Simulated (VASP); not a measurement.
Write the native input for VASP 6.6.1 that does the following.

```yaml
Task: single point
Functional: PBEsol
Potentials_or_basis: VASP PAW PBE potentials, release 64 (La)
Cutoff: 520 eV
k_mesh: 8 × 8 × 5
Occupations: fermi-dirac, width 0.05 eV
Spin: no spin polarisation
Dipole_correction: no
Further_INCAR_settings: ALGO = Normal; EDIFF = 1e-06; NBANDS = 18
```

The structure of La lies in POSCAR:

```
La
1.0
    3.4502030981      0.0000000000      0.0000000000
   -1.7251015490      2.9879635311      0.0000000000
    0.0000000000      0.0000000000      5.6920420865
La
2
Direct
    0.6666666667      0.3333333333      0.7500000000
    0.3333333333      0.6666666667      0.2500000000
```

One way to write it, as run:

INCAR

```
SYSTEM = La
PREC = Accurate ; ENCUT = 520
EDIFF = 1E-6 ; ISMEAR = -1
SIGMA = 0.05 ; LREAL = .False.
LASPH = .True. ; NELM = 80
ALGO = Normal ; ISIF = 2
LWAVE = .False. ; LCHARG = .True.
GGA = PS ; LELF = .True.
LVHAR = .True. ; NBANDS = 18
```

KPOINTS

```
Automatic mesh
0
Gamma
  8 8 5
  0 0 0
```

Potentials or basis: VASP PAW PBE potentials, release 64 (La).

Command:

```bash
$ cat potpaw_PBE.64/La/POTCAR > POTCAR
$ mpirun -np 1 vasp_std > vasp.out
```

It gave:

The pressure is 5.1 GPa. The band gap on the k mesh is zero (band 11 reaches 11.24 eV, above the bottom of band 12 at 9.65 eV).

Caveat: the PAW data sets were made with another functional, which shifts forces and pressure a little; spin-orbit coupling is left out, which moves the levels of the heavy elements.

Run time: 46 s on 1 thread of Intel(R) Xeon(R) Platinum 8259CL CPU @ 2.50GHz (Skylake/Cascade Lake), with other jobs on the host, peak memory 0.19 GiB.
